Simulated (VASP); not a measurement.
Wanted: the native input for a VASP 6.6.1 run.

```
Task                   : single point
Functional             : PBEsol
Potentials or basis    : VASP PAW PBE potentials, release 64 (Y_sv, Pb_d)
Cutoff                 : 520 eV
k mesh                 : 6 × 6 × 6
Occupations            : gaussian, width 0.05 eV
Spin                   : no spin polarisation
Dipole correction      : no
Further INCAR settings : ALGO = Fast; EDIFF = 1e-07; NBANDS = 34
```

The structure of YPb3 lies in POSCAR:

```
YPb3
1.0
    4.8701100044      0.0000000000      0.0000000000
    0.0000000000      4.8701100044      0.0000000000
    0.0000000000      0.0000000000      4.8701100044
Y Pb
1 3
Direct
    0.0000000000      0.0000000000      0.0000000000
    0.0000000000      0.5000000000      0.5000000000
    0.5000000000      0.5000000000      0.0000000000
    0.5000000000      0.0000000000      0.5000000000
```

This cell differs from its parent crystal: volume scaled by 1.040.

The input as run:

INCAR

```
PREC = Accurate
ENCUT = 520
EDIFF = 1E-7
ISMEAR = 0
SIGMA = 0.05
LREAL = False
LASPH = True
NELM = 80
ALGO = Fast
ISIF = 2
LWAVE = False
LCHARG = False
GGA = PS
NBANDS = 34
```

KPOINTS

```
regular mesh
0
Gamma
  6 6 6
```

Potentials or basis: VASP PAW PBE potentials, release 64 (Y_sv, Pb_d).

Launch:

```console
$ cat potpaw_PBE.64/Y_sv/POTCAR potpaw_PBE.64/Pb_d/POTCAR > POTCAR
$ mpirun -np 1 vasp_std > vasp.out
```

Results of the run:

| Quantity | Value |
| --- | --- |
| Pressure | -2.1 GPa |

Caveat: the PAW data sets were made with another functional, which shifts forces and pressure a little.

It took 69 s on 1 thread of Intel(R) Xeon(R) 6975P-C (Granite Rapids), with other jobs on the host, peak memory 0.25 GiB.
